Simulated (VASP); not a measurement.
Mo:

```xyz
1
Lattice="-1.5838 1.5838 1.5838 1.5838 -1.5838 1.5838 1.5838 1.5838 -1.5838" Properties=species:S:1:pos:R:3 pbc="T T T"
Mo    0.0000    0.0000    0.0000
```

```yaml
Program: VASP 6.6.1
Task: relaxation of cell and atoms
Functional: r2SCAN
Potentials_or_basis: VASP PAW PBE potentials, release 64 (Mo_sv)
Cutoff: 600 eV
k_mesh: 18 × 18 × 18
Occupations: gaussian, width 0.1 eV
Spin: no spin polarisation
```

At the start: pressure -3.2 GPa; volume 15.89 Å³/atom.

Problem. Where does the relaxation end?

Solution. Over 4 steps the energy falls by 2.0 meV/atom and the volume is 15.70 Å³/atom (-1.2 %); space group Im-3m (No. 229, to 0.1 Å) before and after.

The path:
| step | energy change (eV) | largest force (eV/Å) | pressure (GPa) | volume (Å³) |
| --- | --- | --- | --- | --- |
| 1 | 0.0000 | 0.0000 | -3.25 | 15.89 |
| 2 | 0.0144 | 0.0000 | 10.11 | 15.16 |
| 3 | -0.0020 | 0.0000 | -0.04 | 15.70 |
| 4 | -0.0020 | 0.0000 | 0.01 | 15.70 |

Final structure:
```
Mo
1.0
    -1.57726    1.57726    1.57726
     1.57726   -1.57726    1.57726
     1.57726    1.57726   -1.57726
Mo
1
Direct
  0.00000 0.00000 0.00000
```

Caveat: the PAW data sets were made with another functional, which shifts forces and pressure a little.
